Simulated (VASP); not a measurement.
Input of a VASP 6.6.1 run:

File INCAR:

```
SYSTEM = GaSb3
  PREC = Accurate
  ENCUT = 520
  EDIFF = 1E-6
  ISMEAR = 0
  SIGMA = 0.15
  LREAL = .FALSE.
  LASPH = .TRUE.
  NELM = 60
  ALGO = Normal
  ISIF = 2
  LWAVE = .FALSE.
  LCHARG = .TRUE.
  LELF = .TRUE.
  LVHAR = .TRUE.
  NBANDS = 22
```

Contents of KPOINTS:

```
regular mesh
0
G
  10 10 10
  0 0 0
```

Contents of POSCAR:

```
GaSb3
1.0
    0.0000000000      3.7494110277      3.6504265766
    3.7494110277      0.0000000000      3.6504265766
    3.7494110277      3.7494110277      0.0000000000
Ga Sb
1 3
Direct
    0.0000000000      0.0000000000      0.0000000000
    0.2500000000      0.2500000000      0.2500000000
    0.7500000000      0.7500000000      0.7500000000
    0.5000000000      0.5000000000      0.5000000000
```

Potentials or basis: VASP PAW LDA potentials, release 64 (Ga_d, Sb).

Launch:

```bash
$ cat potpaw_LDA.64/Ga_d/POTCAR potpaw_LDA.64/Sb/POTCAR > POTCAR
$ mpirun -np 1 vasp_std > vasp.out
```

**Question.** Predict the pressure.

**Answer.** -4.2 GPa.

**Question.** What does it give for the band gap on the k mesh?

**Answer.** Zero (band 14 reaches 8.96 eV, above the bottom of band 15 at 5.10 eV).

Stress tensor (GPa, compression positive):
```
-4.36  0.00  0.00
 0.00 -4.36  0.00
 0.00  0.00 -3.72
```

Caveat: spin-orbit coupling is left out, which moves the levels of the heavy elements.
